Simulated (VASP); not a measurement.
# Sc (P6_3/mmc) in VASP: a series of runs

Runs on Sc. Level: PBE. Tasks: single point.

Everything below comes from runs of VASP 6.6.1. Logs are shortened: lines on timing, memory, paths and dates and some standing lists are left out, and cuts for length are marked.

## (1) The cell of the first run

Symmetry: P6_3/mmc, No. 194, hexagonal system. Conventional cell: a = 3.218 Å, b = 3.218 Å, c = 5.129 Å, α = 90.00°, β = 90.00°, γ = 120.00°. Within 4.2 Å of Sc (site symmetry -6m2) lie 12 Sc at 3.17 to 3.22 Å.

## (2) Single point, PBE

File INCAR:

```
SYSTEM = Sc
PREC = Accurate
ENCUT = 520
EDIFF = 1E-6
ISMEAR = 1
SIGMA = 0.1
LREAL = .False.
LASPH = .True.
NELM = 100
ALGO = Normal
ISIF = 2
LWAVE = .False.
LCHARG = .False.
GGA = PE
NBANDS = 18
```

File KPOINTS:

```
regular mesh
0
Gamma
  10 10 6
  0 0 0
```

File POSCAR:

```
Sc
1.0
    3.2182964260      0.0000000000      0.0000000000
   -1.6091482130      2.7871264023      0.0000000000
    0.0000000000      0.0000000000      5.1287526573
Sc
2
Direct
    0.3333333333      0.6666666667      0.2500000000
    0.6666666667      0.3333333333      0.7500000000
```

Potentials or basis: VASP PAW PBE potentials, release 64 (Sc_sv).

Command:

```bash
cat potpaw_PBE.64/Sc_sv/POTCAR > POTCAR
mpirun -np 1 vasp_std > vasp.out
```

OUTCAR:

```text
SYSTEM = Sc
   PREC = Accurate
   ENCUT = 520
   EDIFF = 1E-6
   ISMEAR = 1
   LREAL = .False.
   LASPH = .True.
   NELM = 100
   ISIF = 2
   GGA = PE

 ion  position               nearest neighbor table
   1  0.333  0.667  0.250-   2 3.17   2 3.17   2 3.17   2 3.17   2 3.17   2 3.17
   2  0.667  0.333  0.750-   1 3.17   1 3.17   1 3.17   1 3.17   1 3.17   1 3.17

  LATTYP: Found a hexagonal cell.
 ALAT       =     3.2182964260
 C/A-ratio  =     1.5936234512

  Lattice vectors:

 A1 = (   3.2182964260,   0.0000000000,   0.0000000000)
 A2 = (  -1.6091482130,   2.7871264023,   0.0000000000)
 A3 = (   0.0000000000,   0.0000000000,   5.1287526573)

Analysis of symmetry for initial positions (statically):
=====================================================================
 Subroutine PRICEL returns:
 Original cell was already a primitive cell.

 Routine SETGRP: Setting up the symmetry group for a
 hexagonal supercell.

 Subroutine GETGRP returns: Found 24 space group operations
 (whereof 12 operations were pure point group operations)
 out of a pool of 24 trial point group operations.

The static configuration has the point symmetry D_3d.
 The point group associated with its full space group is D_6h.

Analysis of symmetry for dynamics (positions and initial velocities):
=====================================================================
 Subroutine PRICEL returns:
 Original cell was already a primitive cell.

 Routine SETGRP: Setting up the symmetry group for a
 hexagonal supercell.

 Subroutine GETGRP returns: Found 24 space group operations
 (whereof 12 operations were pure point group operations)
 out of a pool of 24 trial point group operations.

The dynamic configuration has the point symmetry D_3d.
 The point group associated with its full space group is D_6h.

 Subroutine INISYM returns: Found 24 space group operations
 (whereof 12 operations are pure point group operations),
 and found     1 'primitive' translations

----------------------------------------------------------------------------------------

                                     Primitive cell

  volume of cell :      46.0039

  direct lattice vectors                    reciprocal lattice vectors
     3.218296426  0.000000000  0.000000000     0.310723398  0.179396241  0.000000000
    -1.609148213  2.787126402  0.000000000     0.000000000  0.358792482  0.000000000
     0.000000000  0.000000000  5.128752657     0.000000000  0.000000000  0.194979182

  length of vectors
     3.218296426  3.218296374  5.128752657     0.358792476  0.358792482  0.194979182

  position of ions in fractional coordinates (direct lattice)
     0.333333333  0.666666667  0.250000000
     0.666666667  0.333333333  0.750000000

  ion indices of the primitive-cell ions
   primitive index   ion index
                 1           1
                 2           2

----------------------------------------------------------------------------------------

 KPOINTS: regular mesh

Automatic generation of k-mesh.
 Grid dimensions read from file:
 generate k-points for:   10   10    6

 Generating k-lattice:

  Cartesian coordinates                     Fractional coordinates (reciprocal lattice)
     0.031072340  0.017939624  0.000000000     0.100000000  0.000000000  0.000000000
     0.000000000  0.035879248  0.000000000     0.000000000  0.100000000  0.000000000
     0.000000000  0.000000000  0.032496530     0.000000000  0.000000000  0.166666667

  Length of vectors
     0.035879248  0.035879248  0.032496530

  Shift w.r.t. Gamma in fractional coordinates (k-lattice)
     0.000000000  0.000000000  0.000000000

 Subroutine IBZKPT returns following result:
 ===========================================

 Found     56 irreducible k-points:

 Following reciprocal coordinates:
            Coordinates               Weight
  0.000000  0.000000  0.000000      1.000000
  0.100000  0.000000  0.000000      6.000000
  0.200000  0.000000  0.000000      6.000000
  0.300000 -0.000000  0.000000      6.000000
  0.400000 -0.000000  0.000000      6.000000
  0.500000  0.000000  0.000000      3.000000
[... 16 lines left out ...]
  0.300000  0.100000  0.166667     24.000000
  0.400000  0.100000  0.166667     24.000000
 [... further k-points ...]
   k-points           NKPTS =     56   k-points in BZ     NKDIM =     56   number of bands    NBANDS=     18
   number of dos      NEDOS =    301   number of ions     NIONS =      2
   total plane-waves  NPLWV =  23040
   dimension x,y,z NGX =    24 NGY =   24 NGZ =   40
   dimension x,y,z NGXF=    48 NGYF=   48 NGZF=   80
   ions per type =               2
   NGX,Y,Z   is equivalent  to a cutoff of  12.40, 12.40, 12.97 a.u.
   NGXF,Y,Z  is equivalent  to a cutoff of  24.80, 24.80, 25.93 a.u.
 SYSTEM =  Sc
   PREC   = accura    normal or accurate (medium, high low for compatibility)
   ISTART =      0    job   : 0-new  1-cont  2-samecut
   ICHARG =      2    charge: 1-file 2-atom 10-const
   ISPIN  =      1    spin polarized calculation?
   LNONCOLLINEAR =      F non collinear calculations
   LSORBIT =      F    spin-orbit coupling
   LASPH  =      T    aspherical Exc in radial PAW
   ENCUT  =  520.0 eV  38.22 Ry    6.18 a.u.   5.98  5.98  9.54*2*pi/ulx,y,z
   NELM   =    100;   NELMIN=  2; NELMDL= -5     # of ELM steps
   EDIFF  = 0.1E-05   stopping-criterion for ELM
   LREAL  =      F    real-space projection
   EDIFFG = 0.1E-04   stopping-criterion for IOM
   NSW    =      0    number of steps for IOM
   IBRION =     -1    ionic relax: 0-MD 1-quasi-New 2-CG
   NFREE  =      0    steps in history (QN), initial steepest desc. (CG)
   ISIF   =      2    stress and relaxation
   ISYM   =      2    0-nonsym 1-usesym 2-fastsym
   POTIM  = 0.5000    time-step for ionic-motion
   TEBEG  =    0.0;   TEEND  =   0.0 temperature during run
   PSTRESS=    0.0 pullay stress
   NELECT =      22.0000    total number of electrons
   NUPDOWN=      -1.0000    fix difference up-down
   EMIN   =  10.00;   EMAX   =-10.00  energy-range for DOS
   EFERMI =   0.00;   METHOD = LEGACY
   ISMEAR =     1;   SIGMA  =   0.10  broadening in eV -4-tet -1-fermi 0-gaus
   EFERMI_NEDOS =   21; number of points for ismear=-14 and -15
   IALGO  =     38    algorithm
   IMIX   =      4    mixing-type and parameters
     AMIX     =   0.40;   BMIX     =  1.00
     AMIX_MAG =   1.60;   BMIX_MAG =  1.00
  volume/ion in A,a.u.               =      23.00       155.22
  Fermi-wavevector in a.u.,A,eV,Ry     =   1.280219  2.419263 22.299411  1.638960
  Thomas-Fermi vector in A             =   2.412659
   LORBIT       =      0    0 simple, 1 ext, 2 COOP (PROOUT), +10 PAW based schemes
   GGA     = PE    functional components
   LHFCALC =     F    Hartree Fock is set to
   AEXX    =    0.0000 exact exchange contribution
   IVDW    =     0    specifies the selected vdW correction
   LEPSILON=     F    determine dielectric tensor
   LRPA    =     F    only Hartree local field effects (RPA)
 non-spin polarized calculation
 Methfessel and Paxton  Order N= 1 SIGMA  =   0.10
  energy-cutoff  :      520.00
  volume of cell :       46.00
 maximum number of plane-waves:      1262
 NGX is ok and might be reduce to    24
   NGX = 11   NGY = 11   NGZ = 19

 number of electron      21.9999996 magnetization

 Free energy of the ion-electron system (eV)
  ---------------------------------------------------
  ext. energy  EPLUGINS =         0.00000000
  ---------------------------------------------------
  free energy    TOTEN  =       -12.44810995 eV

  energy without entropy =      -12.44770170  energy(sigma->0) =      -12.44797387

 E-fermi :   4.1006     XC(G=0): -10.1581

 val. band max:        4.0724404974   @ k =   0.4000  -0.0000   0.1667
 cond. band min:       4.1059269631   @ k =   0.2000   0.1000   0.3333
 fundamental gap:      0.0334864658
 Fermi energy:         4.1006193414

 k-point     1 :       0.0000    0.0000    0.0000
  band No.  band energies     occupation
      1     -45.1405      2.00000
      2     -45.0532      2.00000
      3     -24.0219      2.00000
      4     -23.5890      2.00000
      5     -23.5890      2.00000
      6     -23.5158      2.00000
[... 10 lines left out ...]
     17       6.6623      0.00000
     18       6.6623      0.00000

 k-point     2 :       0.1000    0.0000    0.0000
  band No.  band energies     occupation
      1     -45.1341      2.00000
      2     -45.0505      2.00000
      3     -24.0056      2.00000
      4     -23.6226      2.00000
      5     -23.6000      2.00000
      6     -23.5508      2.00000
[... 10 lines left out ...]
     17       6.4724      0.00000
     18       6.5192      0.00000

 k-point     3 :       0.2000    0.0000    0.0000
  band No.  band energies     occupation
      1     -45.1168      2.00000
      2     -45.0441      2.00000
      3     -23.9602      2.00000
      4     -23.7114      2.00000
      5     -23.6398      2.00000
      6     -23.6278      2.00000
[... 10 lines left out ...]
     17       6.6199      0.00000
     18       6.8564      0.00000

 k-point     4 :       0.3000   -0.0000    0.0000
  band No.  band energies     occupation
      1     -45.0939      2.00000
      2     -45.0376      2.00000
      3     -23.8954      2.00000
      4     -23.8223      2.00000
      5     -23.7452      2.00000
      6     -23.6606      2.00000
[... 375 lines left out ...]
      4     -23.7543      2.00000
      5     -23.7281      2.00000
      6     -23.6431      2.00000
[... 10 lines left out ...]
     17       7.1202      0.00000
     18       7.3531      0.00000

 k-point    23 :       0.3000    0.1000    0.1667
  band No.  band energies     occupation
      1     -45.0768      2.00000
      2     -45.0381      2.00000
      3     -23.9113      2.00000
      4     -23.8326      2.00000
      5     -23.7721      2.00000
      6     -23.6812      2.00000
[... 10 lines left out ...]
     17       7.8013      0.00000
     18       7.8685      0.00000

 k-point    24 :       0.4000    0.1000    0.1667
  band No.  band energies     occupation
      1     -45.0616      2.00000
      2     -45.0368      2.00000
      3     -23.9507      2.00000
      4     -23.8715      2.00000
      5     -23.7603      2.00000
      6     -23.6973      2.00000
[... 10 lines left out ...]
     17       8.0704      0.00000
     18       8.2546      0.00000

 [... further k-points ...]

------------------------ aborting loop because EDIFF is reached ----------------------------------------

  FORCE on cell =-STRESS in cart. coord.  units (eV):
  Direction    XX          YY          ZZ          XY          YZ          ZX
  --------------------------------------------------------------------------------------
  -------------------------------------------------------------------------------------
  Total        1.4562984      1.4562983      0.6985854     -0.0000000      0.0000000      0.0000000
  in kB       50.7185096     50.7185074     24.3296369     -0.0000000      0.0000000      0.0000000
  external PRESSURE =      41.9222180 kB  Pullay stress =       0.0000000 kB

 VOLUME and BASIS-vectors are now :
 -----------------------------------------------------------------------------
  energy-cutoff  :      520.00
  volume of cell :       46.00
      direct lattice vectors                 reciprocal lattice vectors
     3.218296426  0.000000000  0.000000000     0.310723398  0.179396241  0.000000000
    -1.609148213  2.787126402  0.000000000     0.000000000  0.358792482  0.000000000
     0.000000000  0.000000000  5.128752657     0.000000000  0.000000000  0.194979182

 POSITION                                       TOTAL-FORCE (eV/Angst)
 -----------------------------------------------------------------------------------
     -0.00000      1.85808      1.28219         0.000000     -0.000000      0.000000
      1.60915      0.92904      3.84656        -0.000000      0.000000      0.000000
 -----------------------------------------------------------------------------------
    total drift:                                0.000000     -0.000000      0.000000

  FREE ENERGIE OF THE ION-ELECTRON SYSTEM (eV)
  ---------------------------------------------------
  free  energy   TOTEN  =       -12.4481099476 eV

  energy  without entropy=      -12.4477017036  energy(sigma->0) =      -12.44797387
```

Run time: 21 s. Hardware: 1 thread of Intel Xeon Platinum 8559C (Emerald Rapids), shared host; peak memory 0.18 GiB.

What came out:

| Item | Value |
| --- | --- |
| Free energy | -12.4481 eV |
| Pressure | 4.2 GPa |
| Band gap on the k mesh | zero (band 11 reaches 5.03 eV, above the bottom of band 12 at 3.61 eV) |

Stress tensor (GPa, compression positive):
```
5.07 0.00 0.00
0.00 5.07 0.00
0.00 0.00 2.43
```

(Continued in part 2 of 2.)
